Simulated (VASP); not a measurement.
Input of a VASP 6.6.1 run:

The input INCAR:

```
SYSTEM = TiO2
  ALGO = Normal
  EDIFF = 1E-6
  ENCUT = 520
  GGA = PS
  ISIF = 2
  ISMEAR = 0
  LASPH = .TRUE.
  LCHARG = .TRUE.
  LELF = .TRUE.
  LREAL = .FALSE.
  LVHAR = .TRUE.
  LWAVE = .FALSE.
  NBANDS = 60
  NELM = 100
  PREC = Accurate
  SIGMA = 0.02
```

The input KPOINTS:

```
k-points
0
G
  6 6 4
  0 0 0
```

File POSCAR:

```
TiO2
1.0
    6.1405124335     -1.8837319719      0.0044060931
    6.1405124335      1.8837319719      0.0044060931
   -1.9197695420      0.0000000000      6.2004756001
Ti O
4 8
Direct
    0.8032391818      0.8032391818      0.7137247111
    0.1006387451      0.1006387451      0.7065461986
    0.1967608182      0.1967608182      0.2862752889
    0.8993612549      0.8993612549      0.2934538014
    0.0578027555      0.0578027555      0.3678766240
    0.6383213579      0.6383213579      0.7036121018
    0.1353919645      0.1353919645      0.0039988155
    0.9421972445      0.9421972445      0.6321233760
    0.7369563264      0.7369563264      0.3488484954
    0.8646080355      0.8646080355      0.9960011845
    0.2630436736      0.2630436736      0.6511515046
    0.3616786421      0.3616786421      0.2963878982
```

Potentials or basis: VASP PAW PBE potentials, release 64 (Ti_sv, O).

Launch:

```console
$ cat potpaw_PBE.64/Ti_sv/POTCAR potpaw_PBE.64/O/POTCAR > POTCAR
$ mpirun -np 1 vasp_std > vasp.out
```

Q: Estimate the pressure.

A: -1.7 GPa.

Q: Predict the band gap on the k mesh.

A: 2.76 eV (least direct gap 2.92 eV).

Forces on the atoms (eV/Å):
```
Ti   0.006  0.000 -0.079
Ti   0.017  0.000 -0.021
Ti  -0.006  0.000  0.079
Ti  -0.017  0.000  0.021
O    0.026  0.000  0.002
O   -0.014  0.000  0.001
O   -0.015  0.000 -0.049
O   -0.026  0.000 -0.002
O   -0.005  0.000  0.008
O    0.015  0.000  0.049
O    0.005  0.000 -0.008
O    0.014  0.000 -0.001
```

Caveat: the cell differs from its parent crystal (biaxial strain in the a-b plane: +1.0 %, then relaxed in part); the PAW data sets were made with another functional, which shifts forces and pressure a little. A k mesh can miss the band edges.
